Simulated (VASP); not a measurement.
# Au (P6_3/mmc) in VASP: further runs

Runs on Au. Level: LDA. Tasks: single point, relaxation of cell and atoms.

Program: VASP 6.6.1. These are calculated values, not measurements. Logs are shortened: lines on timing, memory, paths and dates and some standing lists are left out, and cuts for length are marked.

## (1) The cell of the first run

The structure is hexagonal, space group P6_3/mmc (No. 194). Conventional cell: a = 2.543 Å, b = 2.543 Å, c = 8.415 Å, α = 90.00°, β = 90.00°, γ = 120.00°. Au (site symmetry -3m) has 12 Au at 2.54 to 2.57 Å within 3.4 Å. Within 3.4 Å of Au (site symmetry -6m2) lie 12 Au at 2.54 to 2.57 Å.

This isn't the form of Au at room conditions, which is fcc.

## (2) Single point, LDA

The input, INCAR:

```
SYSTEM = Au
  ALGO = Normal
  EDIFF = 1E-6
  ENCUT = 520
  ISIF = 2
  ISMEAR = -1
  LASPH = .TRUE.
  LCHARG = .FALSE.
  LREAL = .FALSE.
  LWAVE = .FALSE.
  NBANDS = 30
  NELM = 100
  PREC = Accurate
  SIGMA = 0.05
```

The input, KPOINTS:

```
k-points
0
G
  14 14 4
  0 0 0
```

The input, POSCAR:

```
Au
1.0
    2.5431680767      0.0000000000      0.0000000000
   -1.2715840384      2.2024481605      0.0000000000
    0.0000000000      0.0000000000      8.4146030761
Au
4
Direct
    0.0000000000      0.0000000000      0.0000000000
    0.0000000000      0.0000000000      0.5000000000
    0.3333333333      0.6666666667      0.2500000000
    0.6666666667      0.3333333333      0.7500000000
```

Potentials or basis: VASP PAW LDA potentials, release 64 (Au).

Launch:

```sh
$ cat potpaw_LDA.64/Au/POTCAR > POTCAR
$ mpirun -np 1 vasp_std > vasp.out
```

OUTCAR:

```text
SYSTEM = Au
   EDIFF = 1E-6
   ENCUT = 520
   ISIF = 2
   ISMEAR = -1
   LASPH = .TRUE.
   LREAL = .FALSE.
   NELM = 100
   PREC = Accurate

 ion  position               nearest neighbor table
   1  0.000  0.000  0.000-   3 2.57   4 2.57   4 2.57   3 2.57   4 2.57   3 2.57
   2  0.000  0.000  0.500-   3 2.57   4 2.57   4 2.57   3 2.57   4 2.57   3 2.57
   3  0.333  0.667  0.250-   1 2.57   2 2.57   1 2.57   2 2.57   1 2.57   2 2.57
   4  0.667  0.333  0.750-   1 2.57   2 2.57   1 2.57   2 2.57   1 2.57   2 2.57

  LATTYP: Found a hexagonal cell.
 ALAT       =     2.5431680767
 C/A-ratio  =     3.3087089891

  Lattice vectors:

 A1 = (   2.5431680767,   0.0000000000,   0.0000000000)
 A2 = (  -1.2715840384,   2.2024481605,   0.0000000000)
 A3 = (   0.0000000000,   0.0000000000,   8.4146030761)

Analysis of symmetry for initial positions (statically):
=====================================================================
 Subroutine PRICEL returns:
 Original cell was already a primitive cell.

 Routine SETGRP: Setting up the symmetry group for a
 hexagonal supercell.

 Subroutine GETGRP returns: Found 24 space group operations
 (whereof 12 operations were pure point group operations)
 out of a pool of 24 trial point group operations.

The static configuration has the point symmetry D_3d.
 The point group associated with its full space group is D_6h.

Analysis of symmetry for dynamics (positions and initial velocities):
=====================================================================
 Subroutine PRICEL returns:
 Original cell was already a primitive cell.

 Routine SETGRP: Setting up the symmetry group for a
 hexagonal supercell.

 Subroutine GETGRP returns: Found 24 space group operations
 (whereof 12 operations were pure point group operations)
 out of a pool of 24 trial point group operations.

The dynamic configuration has the point symmetry D_3d.
 The point group associated with its full space group is D_6h.

 Subroutine INISYM returns: Found 24 space group operations
 (whereof 12 operations are pure point group operations),
 and found     1 'primitive' translations

----------------------------------------------------------------------------------------

                                     Primitive cell

  volume of cell :      47.1318

  direct lattice vectors                    reciprocal lattice vectors
     2.543168077  0.000000000  0.000000000     0.393210346  0.227020099  0.000000000
    -1.271584038  2.202448160  0.000000000     0.000000000  0.454040199  0.000000000
     0.000000000  0.000000000  8.414603076     0.000000000  0.000000000  0.118841019

  length of vectors
     2.543168077  2.543168077  8.414603076     0.454040199  0.454040199  0.118841019

  position of ions in fractional coordinates (direct lattice)
     0.000000000  0.000000000  0.000000000
     0.000000000  0.000000000  0.500000000
     0.333333333  0.666666667  0.250000000
     0.666666667  0.333333333  0.750000000

  ion indices of the primitive-cell ions
   primitive index   ion index
                 1           1
                 2           2
                 3           3
                 4           4

----------------------------------------------------------------------------------------

 KPOINTS: k-points

Automatic generation of k-mesh.
 Grid dimensions read from file:
 generate k-points for:   14   14    4

 Generating k-lattice:

  Cartesian coordinates                     Fractional coordinates (reciprocal lattice)
     0.028086453  0.016215721  0.000000000     0.071428571  0.000000000  0.000000000
     0.000000000  0.032431443  0.000000000     0.000000000  0.071428571  0.000000000
     0.000000000  0.000000000  0.029710255     0.000000000  0.000000000  0.250000000

  Length of vectors
     0.032431443  0.032431443  0.029710255

  Shift w.r.t. Gamma in fractional coordinates (k-lattice)
     0.000000000  0.000000000  0.000000000

 Subroutine IBZKPT returns following result:
 ===========================================

 Found     72 irreducible k-points:

 Following reciprocal coordinates:
            Coordinates               Weight
  0.000000  0.000000  0.000000      1.000000
  0.071429  0.000000  0.000000      6.000000
  0.142857  0.000000  0.000000      6.000000
  0.214286  0.000000  0.000000      6.000000
  0.285714  0.000000  0.000000      6.000000
  0.357143  0.000000  0.000000      6.000000
[... 16 lines left out ...]
  0.285714  0.285714  0.000000      6.000000
  0.357143  0.285714  0.000000      6.000000
 [... further k-points ...]
   k-points           NKPTS =     72   k-points in BZ     NKDIM =     72   number of bands    NBANDS=     30
   number of dos      NEDOS =    301   number of ions     NIONS =      4
   total plane-waves  NPLWV =  25600
   dimension x,y,z NGX =    20 NGY =   20 NGZ =   64
   dimension x,y,z NGXF=    40 NGYF=   40 NGZF=  128
   ions per type =               4
   NGX,Y,Z   is equivalent  to a cutoff of  13.07, 13.07, 12.64 a.u.
   NGXF,Y,Z  is equivalent  to a cutoff of  26.15, 26.15, 25.29 a.u.
 SYSTEM =  Au
   PREC   = accura    normal or accurate (medium, high low for compatibility)
   ISTART =      0    job   : 0-new  1-cont  2-samecut
   ICHARG =      2    charge: 1-file 2-atom 10-const
   ISPIN  =      1    spin polarized calculation?
   LNONCOLLINEAR =      F non collinear calculations
   LSORBIT =      F    spin-orbit coupling
   LASPH  =      T    aspherical Exc in radial PAW
   ENCUT  =  520.0 eV  38.22 Ry    6.18 a.u.   4.73  4.73 15.65*2*pi/ulx,y,z
   NELM   =    100;   NELMIN=  2; NELMDL= -5     # of ELM steps
   EDIFF  = 0.1E-05   stopping-criterion for ELM
   LREAL  =      F    real-space projection
   EDIFFG = 0.1E-04   stopping-criterion for IOM
   NSW    =      0    number of steps for IOM
   IBRION =     -1    ionic relax: 0-MD 1-quasi-New 2-CG
   NFREE  =      0    steps in history (QN), initial steepest desc. (CG)
   ISIF   =      2    stress and relaxation
   ISYM   =      2    0-nonsym 1-usesym 2-fastsym
   POTIM  = 0.5000    time-step for ionic-motion
   TEBEG  =    0.0;   TEEND  =   0.0 temperature during run
   PSTRESS=    0.0 pullay stress
   NELECT =      44.0000    total number of electrons
   NUPDOWN=      -1.0000    fix difference up-down
   EMIN   =  10.00;   EMAX   =-10.00  energy-range for DOS
   EFERMI =   0.00;   METHOD = LEGACY
   ISMEAR =    -1;   SIGMA  =   0.05  broadening in eV -4-tet -1-fermi 0-gaus
   EFERMI_NEDOS =   21; number of points for ismear=-14 and -15
   IALGO  =     38    algorithm
   IMIX   =      4    mixing-type and parameters
     AMIX     =   0.40;   BMIX     =  1.00
     AMIX_MAG =   1.60;   BMIX_MAG =  1.00
  volume/ion in A,a.u.               =      11.78        79.52
  Fermi-wavevector in a.u.,A,eV,Ry     =   1.600003  3.023568 34.831066  2.560011
  Thomas-Fermi vector in A             =   2.697207
   LORBIT       =      0    0 simple, 1 ext, 2 COOP (PROOUT), +10 PAW based schemes
   GGA     = CA    functional components
   LHFCALC =     F    Hartree Fock is set to
   AEXX    =    0.0000 exact exchange contribution
   IVDW    =     0    specifies the selected vdW correction
   LEPSILON=     F    determine dielectric tensor
   LRPA    =     F    only Hartree local field effects (RPA)
 non-spin polarized calculation
  energy-cutoff  :      520.00
  volume of cell :       47.13
 maximum number of plane-waves:      1282
 NGX is ok and might be reduce to    20

 number of electron      44.0000003 magnetization

 Free energy of the ion-electron system (eV)
  ---------------------------------------------------
  ext. energy  EPLUGINS =         0.00000000
  ---------------------------------------------------
  free energy    TOTEN  =       -10.49955457 eV

  energy without entropy =      -10.49052827  energy(sigma->0) =      -10.49504142

 E-fermi :  17.2707     XC(G=0): -15.2097

 val. band max:       17.1881556468   @ k =   0.3571   0.1429   0.2500
 cond. band min:      17.2796369099   @ k =   0.1429   0.0000   0.2500
 fundamental gap:      0.0914812632
 Fermi energy:        17.2707427238

 k-point     1 :       0.0000    0.0000    0.0000
  band No.  band energies     occupation
      1       2.4484      2.00000
      2       4.7527      2.00000
      3       4.7673      2.00000
      4       5.2720      2.00000
      5       9.2493      2.00000
      6       9.2773      2.00000
[... 22 lines left out ...]
     29      31.6195      0.00000
     30      32.1675      0.00000

 k-point     2 :       0.0714    0.0000    0.0000
  band No.  band energies     occupation
      1       2.6788      2.00000
      2       4.9756      2.00000
      3       4.9908      2.00000
      4       5.4779      2.00000
      5       8.9269      2.00000
      6       9.1046      2.00000
[... 22 lines left out ...]
     29      31.9600      0.00000
     30      32.4059      0.00000

 k-point     3 :       0.1429    0.0000    0.0000
  band No.  band energies     occupation
      1       3.3336      2.00000
      2       5.5594      2.00000
      3       5.5795      2.00000
      4       6.0269      2.00000
      5       8.3580      2.00000
      6       8.6904      2.00000
[... 22 lines left out ...]
     29      32.4946      0.00000
     30      32.9659      0.00000

 k-point     4 :       0.2143    0.0000    0.0000
  band No.  band energies     occupation
      1       4.2813      2.00000
      2       6.1139      2.00000
      3       6.1662      2.00000
      4       6.6500      2.00000
      5       7.9024      2.00000
      6       8.2132      2.00000
[... 22 lines left out ...]
     29      32.4758      0.00000
     30      32.5096      0.00000

 k-point     5 :       0.2857    0.0000    0.0000
  band No.  band energies     occupation
      1       5.1934      2.00000
      2       6.1721      2.00000
      3       6.1879      2.00000
      4       6.7540      2.00000
      5       7.6594      2.00000
      6       7.7291      2.00000
[... 22 lines left out ...]
     29      31.9476      0.00000
     30      32.0350      0.00000
[... 526 lines left out ...]
     29      26.8593      0.00000
     30      28.8301      0.00000

 k-point    22 :       0.3571    0.2143    0.0000
  band No.  band energies     occupation
      1       6.3222      2.00000
      2       6.4810      2.00000
      3       7.1357      2.00000
      4       7.5414      2.00000
      5       8.0022      2.00000
      6       8.1346      2.00000
[... 22 lines left out ...]
     29      27.8252      0.00000
     30      28.2433      0.00000

 k-point    23 :       0.2857    0.2857    0.0000
  band No.  band energies     occupation
      1       6.8217      2.00000
      2       6.9157      2.00000
      3       7.0586      2.00000
      4       7.6122      2.00000
      5       7.9928      2.00000
      6       8.1045      2.00000
[... 22 lines left out ...]
     29      26.5625      0.00000
     30      26.6046      0.00000

 k-point    24 :       0.3571    0.2857    0.0000
  band No.  band energies     occupation
      1       6.8440      2.00000
      2       7.1050      2.00000
      3       7.3910      2.00000
      4       7.5424      2.00000
      5       7.7798      2.00000
      6       7.8922      2.00000
[... 22 lines left out ...]
     29      25.8378      0.00000
     30      28.6818      0.00000

 [... further k-points ...]
[... 5 lines left out ...]
  --------------------------------------------------------------------------------------
  -------------------------------------------------------------------------------------
  Total       50.8937056     50.8937056     50.8663333     -0.0000000     -0.0000000      0.0000000
  in kB     1730.0564043   1730.0564043   1729.1259239     -0.0000000     -0.0000000      0.0000000
  external PRESSURE =    1729.7462442 kB  Pullay stress =       0.0000000 kB

 VOLUME and BASIS-vectors are now :
 -----------------------------------------------------------------------------
  energy-cutoff  :      520.00
  volume of cell :       47.13
      direct lattice vectors                 reciprocal lattice vectors
     2.543168077  0.000000000  0.000000000     0.393210346  0.227020099  0.000000000
    -1.271584038  2.202448160  0.000000000     0.000000000  0.454040199  0.000000000
     0.000000000  0.000000000  8.414603076     0.000000000  0.000000000  0.118841019

 POSITION                                       TOTAL-FORCE (eV/Angst)
 -----------------------------------------------------------------------------------
      0.00000      0.00000      0.00000        -0.000000     -0.000000     -0.000000
      0.00000      0.00000      4.20730        -0.000000     -0.000000     -0.000000
     -0.00000      1.46830      2.10365         0.000000     -0.000000     -0.000000
      1.27158      0.73415      6.31095        -0.000000      0.000000      0.000000
 -----------------------------------------------------------------------------------
    total drift:                                0.000000     -0.000000      0.000000

  FREE ENERGIE OF THE ION-ELECTRON SYSTEM (eV)
  ---------------------------------------------------
  free  energy   TOTEN  =       -10.4995545697 eV

  energy  without entropy=      -10.4905282705  energy(sigma->0) =      -10.49504142
```

It took 62 s on 1 thread of Intel Xeon Platinum 8259CL at 2.50GHz (Skylake/Cascade Lake), shared host; peak memory 0.2 GiB.

Results:

```
Free energy            : -10.4996 eV
Pressure               : 173.0 GPa
Band gap on the k mesh : zero (bands 22 and 23 overlap by 6.69 eV)
```

Stress tensor (GPa, compression positive):
```
173.01   0.00   0.00
  0.00 173.01   0.00
  0.00   0.00 172.91
```

Caveat: the cell stands under pressure; spin-orbit coupling is left out, which moves the levels of the heavy elements.

## (3) Single point, LDA

The input, INCAR:

```
PREC = Accurate
ENCUT = 520
EDIFF = 1E-6
ISMEAR = -1
SIGMA = 0.05
LREAL = False
LASPH = True
NELM = 60
ALGO = Normal
ISIF = 2
LWAVE = False
LCHARG = False
NBANDS = 30
```

The input, KPOINTS:

```
regular mesh
0
Gamma
  14 14 4
```

Edit POSCAR of step 2 so:

```diff
@@ -3,3 +3,3 @@
     2.5431680767      0.0000000000      0.0000000000
-   -1.2715840384      2.2024481605      0.0000000000
+   -1.2715840383      2.2024481605      0.0000000000
     0.0000000000      0.0000000000      8.4146030761
```

Potentials or basis: VASP PAW LDA potentials, release 64 (Au).

Launch:

```sh
$ cat potpaw_LDA.64/Au/POTCAR > POTCAR
$ mpirun -np 1 vasp_std > vasp.out
```

Run time: 64 s. Hardware: 1 thread of Intel Xeon Platinum 8259CL at 2.50GHz (Skylake/Cascade Lake), shared host; peak memory 0.2 GiB.

The run converged. Its results:

| Item | Value |
| --- | --- |
| Free energy | -10.4996 eV |
| Pressure | 173.0 GPa |
| Band gap on the k mesh | zero (bands 22 and 23 overlap by 6.69 eV) |

Stress tensor (GPa, compression positive):
```
173.01   0.00   0.00
  0.00 173.01   0.00
  0.00   0.00 172.91
```

Levels at points of the mesh, in eV from the Fermi level:
| k point | band 19 | band 20 | band 21 | band 22 | band 23 | band 24 | band 25 | band 26 |
| --- | --- | --- | --- | --- | --- | --- | --- | --- |
| (0.00, 0.00, 0.00) | -4.47 | -3.81 | -3.81 | -3.30 | -2.70 | -2.70 | 5.11 | 11.52 |
| (0.50, 0.00, 0.00) | -2.06 | -2.02 | -2.01 | -1.35 | 1.53 | 1.92 | 5.91 | 5.97 |
| (0.00, 0.00, 0.50) | -4.90 | -4.90 | -3.20 | -3.20 | -3.20 | -3.20 | 8.34 | 8.34 |
| (0.50, 0.00, 0.50) | -2.05 | -2.05 | 0.01 | 0.01 | 1.29 | 1.29 | 5.98 | 5.98 |

Caveat: the cell stands under pressure; spin-orbit coupling is left out, which moves the levels of the heavy elements.

## (4) Relaxation of cell and atoms, LDA, target pressure 170 GPa, at which the enthalpy is minimised

This run uses another cell than the first one: it holds 2 atoms, not 4.

The input, INCAR:

```
  PREC = Accurate
  ENCUT = 600
  EDIFF = 1E-6
  ISMEAR = -1
  SIGMA = 0.05
  LREAL = False
  LASPH = True
  NELM = 80
  ALGO = Normal
  ISIF = 3
  LWAVE = False
  LCHARG = False
  GGA = CA
  IBRION = 2
  NSW = 60
  EDIFFG = -0.005
  PSTRESS = 1700.0
```

The input, KPOINTS:

```
regular mesh
0
Gamma
  17 17 9
```

The input, POSCAR:

```
Au
1.0
    2.5606100397      0.0000000000      0.0000000000
   -1.2803050198      2.2175533436      0.0000000000
    0.0000000000      0.0000000000      4.1481882643
Au
2
Direct
    0.3333333333      0.6666666667      0.2500000000
    0.6666666667      0.3333333333      0.7500000000
```

Launch:

```sh
$ cat potpaw_LDA.64/Au/POTCAR > POTCAR
$ mpirun -np 1 vasp_std > vasp.out
```

Run time: 4.4 min. Hardware: 1 thread of Intel Xeon Platinum 8259CL at 2.50GHz (Skylake/Cascade Lake), shared host; peak memory 0.2 GiB.

It converged, with:

| Quantity | Value |
| --- | --- |
| Free energy | -5.3394 eV |
| Relaxed volume | 11.82 Å³/atom |
| Relaxed cell | a = 2.548 Å, b = 2.548 Å, c = 4.207 Å, α = 90.00°, β = 90.00°, γ = 120.00° |
| Space group after relaxing (to 0.1 Å) | P6_3/mmc (No. 194) |
| Energy change on relaxing (the run minimises the enthalpy) | -55.5 meV/atom |
| Ionic steps | 17 |
| Pressure after relaxing | 170.0 GPa |
| Band gap on the k mesh | zero (bands 11 and 12 overlap by 8.34 eV) |

Stress tensor (GPa, compression positive):
```
170.01   0.00   0.00
  0.00 170.01   0.00
  0.00   0.00 169.93
```

The path:
```csv
step,energy change (eV),largest force (eV/Å),pressure (GPa),volume (Å³)
1,0.0000,0.0000,173.90,23.55
2,-0.9251,0.0000,138.22,24.52
3,-0.2446,0.0000,164.79,23.78
4,0.4750,0.0000,191.59,23.17
5,-0.1295,0.0000,169.30,23.66
6,-0.1256,0.0000,169.44,23.66
7,-0.1231,0.0000,169.56,23.66
8,-0.0602,0.0000,171.90,23.60
9,-0.1101,0.0000,170.05,23.64
10,-0.1087,0.0000,170.05,23.64
11,-0.0862,0.0000,170.94,23.62
12,-0.1074,0.0000,170.15,23.64
13,-0.1080,0.0000,170.13,23.64
14,-0.1083,0.0000,170.11,23.64
15,-0.1259,0.0000,169.45,23.66
16,-0.1115,0.0000,169.97,23.65
17,-0.1111,0.0000,169.98,23.65
```

Final structure:
```yaml
crystal:
  lattice:
    - [2.54756, 0.00000, 0.00000]
    - [-1.27378, 2.20625, 0.00000]
    - [0.00000, 0.00000, 4.20703]
  atoms:
    - { symbol: Au, position: [0.33333, 0.66667, 0.25000] }
    - { symbol: Au, position: [0.66667, 0.33333, 0.75000] }
```

Levels at points of the mesh, in eV from the Fermi level:
| k point | band 7 | band 8 | band 9 | band 10 | band 11 | band 12 | band 13 | band 14 | band 15 |
| --- | --- | --- | --- | --- | --- | --- | --- | --- | --- |
| (0.00, 0.00, 0.00) | -6.71 | -5.63 | -5.63 | -3.17 | -2.91 | -2.91 | 5.13 | 13.15 | 15.02 |

Caveat: the cell is relaxed towards a set pressure, so the run minimises the enthalpy, not the energy; spin-orbit coupling is left out, which moves the levels of the heavy elements.
